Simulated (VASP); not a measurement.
Write the native input for VASP 6.6.1 that does the following.

* Task: single point
* Functional: PBE
* Potentials or basis: VASP PAW PBE potentials, release 64 (Sc_sv, Al, N)
* Cutoff: 600 eV
* k mesh: 4 × 4 × 4
* Occupations: gaussian, width 0.2 eV
* Spin: no spin polarisation
* Dipole correction: no
* Further INCAR settings: ALGO = Normal; EDIFF = 1e-06; NBANDS = 26

The structure of ScAl3N3 lies in POSCAR:

```
ScAl3N3
1.0
    4.7429745396      0.0000000000      0.0000000000
    0.0000000000      4.7429745396      0.0000000000
    0.0000000000      0.0000000000      4.7429745396
Sc Al N
1 3 3
Direct
    0.5000000000      0.5000000000      0.5000000000
    0.5000000000      0.5000000000      0.0000000000
    0.0000000000      0.5000000000      0.5000000000
    0.5000000000      0.0000000000      0.5000000000
    0.5000000000      0.0000000000      0.0000000000
    0.0000000000      0.5000000000      0.0000000000
    0.0000000000      0.0000000000      0.5000000000
```

One way to write it, as run:

INCAR

```
PREC = Accurate
ENCUT = 600
EDIFF = 1E-6
ISMEAR = 0
SIGMA = 0.2
LREAL = False
LASPH = True
NELM = 120
ALGO = Normal
ISIF = 2
LWAVE = False
LCHARG = False
GGA = PE
NBANDS = 26
GGA_COMPAT = False
```

KPOINTS

```
regular mesh
0
Gamma
  4 4 4
```

Potentials or basis: VASP PAW PBE potentials, release 64 (Sc_sv, Al, N).

The run is started by

```console
$ cat potpaw_PBE.64/Sc_sv/POTCAR potpaw_PBE.64/Al/POTCAR potpaw_PBE.64/N/POTCAR > POTCAR
$ mpirun -np 1 vasp_std > vasp.out
```

Results of the run:

```json
{
  "Pressure": "0.6 GPa"
}
```

It took 40 s on 1 thread of Intel(R) Xeon(R) Platinum 8259CL CPU @ 2.50GHz (Skylake/Cascade Lake), with other jobs on the host, peak memory 0.24 GiB.
